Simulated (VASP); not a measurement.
The system is GaMo.

```
Ga Mo
1.0
     3.09413    0.00000    0.00000
    -1.54707    2.67960    0.00000
     0.00000    0.00000    4.66369
Ga Mo
1 1
Direct
  0.00000 0.00000 0.00000
  0.00000 0.00000 0.50000
```

The cell was generated, and may not be a known phase.

- Program: VASP 6.6.1
- Task: relaxation of cell and atoms
- Functional: PBE
- Potentials or basis: VASP PAW PBE potentials, release 64 (Ga_d, Mo_sv)
- Cutoff: 600 eV
- k mesh: 7 × 7 × 4
- Occupations: gaussian, width 0.2 eV
- Spin: no spin polarisation

At the start: pressure 0.9 GPa; volume 19.33 Å³/atom.

Q: Where does the relaxation end?

A: Over 10 steps the energy falls by 628.2 meV/atom and the volume is 17.59 Å³/atom (-9.0 %); space group P6/mmm (No. 191, to 0.1 Å) before and after.

Step by step:
| step | energy change (eV) | largest force (eV/Å) | pressure (GPa) | volume (Å³) |
| --- | --- | --- | --- | --- |
| 1 | 0.0000 | 0.0000 | 0.92 | 38.67 |
| 2 | -0.8964 | 0.0000 | -1.23 | 37.22 |
| 3 | -1.1571 | 0.0000 | -9.15 | 38.31 |
| 4 | -1.1574 | 0.0000 | -9.30 | 38.35 |
| 5 | -1.1560 | 0.0000 | -9.35 | 38.38 |
| 6 | -1.1753 | 0.0000 | 9.63 | 33.03 |
| 7 | -1.2513 | 0.0000 | -0.72 | 35.41 |
| 8 | -1.2513 | 0.0000 | -0.48 | 35.35 |
| 9 | -1.2559 | 0.0000 | 0.27 | 35.13 |
| 10 | -1.2563 | 0.0000 | 0.12 | 35.18 |

Final structure:
```cif
data_structure
_symmetry_space_group_name_H-M 'P 1'
_symmetry_Int_Tables_number 1
_cell_length_a 2.7862
_cell_length_b 2.7862
_cell_length_c 5.2324
_cell_angle_alpha 90.000
_cell_angle_beta 90.000
_cell_angle_gamma 120.000
_cell_volume 35.18
loop_
_atom_site_label
_atom_site_type_symbol
_atom_site_fract_x
_atom_site_fract_y
_atom_site_fract_z
_atom_site_occupancy
Ga1 Ga 0.00000 0.00000 0.00000 1
Mo1 Mo 0.00000 0.00000 0.50000 1
```
